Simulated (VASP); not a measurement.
## Ca2SiN2: relaxation of cell and atoms with PBE

The system is Ca2SiN2.

```
Ca Si N
1.0
     4.18817    0.00000    0.00000
    -2.09409    3.62706    0.00000
     0.00000    0.00000    5.38399
Ca Si N
2 1 2
Direct
  0.33333 0.66667 0.00000
  0.66667 0.33333 0.00000
  0.00000 0.00000 0.00000
  0.00000 0.00000 0.64890
  0.00000 0.00000 0.35110
```

The cell was built from a structure type or drawn by symmetry, and may not be a known phase.

| Quantity | Value |
| --- | --- |
| Program | VASP 6.6.1 |
| Task | relaxation of cell and atoms |
| Functional | PBE |
| Potentials or basis | VASP PAW PBE potentials, release 64 (Ca_sv, Si, N) |
| Cutoff | 600 eV |
| k mesh | 6 × 6 × 4 |
| Occupations | gaussian, width 0.1 eV |
| Spin | no spin polarisation |
| Dipole correction | no |
| Further INCAR settings | ALGO = Normal; EDIFF = 1e-07; IBRION = 2; EDIFFG = -0.04; NSW = 90; ISIF = 3 |

```yaml
Relaxed_volume: 25.66 Å³/atom
Relaxed_cell: a = 5.385 Å, b = 5.385 Å, c = 5.110 Å, α = 90.00°, β = 90.00°, γ = 120.00°
Space_group_after_relaxing_to_0.1_Å: P6/mmm (No. 191)
Energy_gained_by_relaxing: 1430.2 meV/atom
Ionic_steps: 14
Pressure_after_relaxing: -0.2 GPa
Largest_force_after_relaxing: 0.031 eV/Å
Band_gap_on_the_k_mesh: zero (bands 17 and 18 overlap by 1.03 eV)
```

Forces in eV/Å, atoms in the order of the input:
```
Ca   0.000  0.000  0.000
Ca   0.000  0.000  0.000
Si   0.000  0.000  0.000
N    0.000  0.000  0.031
N    0.000  0.000 -0.031
```

The path:
| step | energy change (eV) | largest force (eV/Å) | pressure (GPa) | volume (Å³) |
| --- | --- | --- | --- | --- |
| 1 | 0.0000 | 2.8916 | 26.00 | 81.79 |
| 2 | -6.4592 | 5.9317 | 10.20 | 111.93 |
| 3 | -6.6971 | 1.0253 | 7.62 | 106.66 |
| 4 | -6.7252 | 0.9986 | 8.13 | 108.54 |
| 5 | -6.5134 | 5.5615 | -4.56 | 129.33 |
| 6 | -6.9283 | 3.0562 | 1.65 | 116.20 |
| 7 | -7.1365 | 0.7122 | -0.16 | 130.42 |
| 8 | -7.1445 | 0.0098 | -0.12 | 127.89 |
| 9 | -7.1444 | 0.0552 | -0.13 | 128.13 |
| 10 | -7.1483 | 0.2857 | -0.44 | 128.52 |
| 11 | -7.1484 | 0.3525 | -0.51 | 128.60 |
| 12 | -7.1505 | 0.0432 | -0.26 | 128.48 |
| 13 | -7.1506 | 0.0647 | -0.18 | 128.45 |
| 14 | -7.1508 | 0.0308 | -0.18 | 128.32 |

Final structure:
```yaml
crystal:
  lattice:
    - [5.38465, 0.00000, 0.00000]
    - [-2.69233, 4.66325, 0.00000]
    - [0.00000, 0.00000, 5.11046]
  atoms:
    - { symbol: Ca, position: [0.33333, 0.66667, 0.00000] }
    - { symbol: Ca, position: [0.66667, 0.33333, 0.00000] }
    - { symbol: Si, position: [0.00000, 0.00000, 0.00000] }
    - { symbol: N, position: [0.00000, 0.00000, 0.61694] }
    - { symbol: N, position: [0.00000, 0.00000, 0.38306] }
```

Levels at points of the mesh, in eV from the Fermi level:
```csv
k point,band 13,band 14,band 15,band 16,band 17,band 18,band 19,band 20,band 21
"(0.00, 0.00, 0.00)",-6.88,-3.33,-1.29,-1.29,-0.88,0.12,0.12,1.39,1.57
"(0.50, 0.00, 0.00)",-6.88,-2.47,-2.31,-0.83,-0.44,-0.30,-0.18,0.71,1.28
"(0.00, 0.00, 0.50)",-6.72,-4.69,-2.61,-2.61,-0.03,1.10,1.10,1.25,1.62
"(0.50, 0.00, 0.50)",-6.75,-4.05,-3.38,-2.34,0.05,0.61,0.88,0.97,1.21
```

Wall time 4.5 min on 1 thread of Intel(R) Xeon(R) 6975P-C (Granite Rapids), on a shared host, peak memory 0.27 GiB.

Caveat: the volume moved by over 15 % at a fixed basis, so the end points are rough.
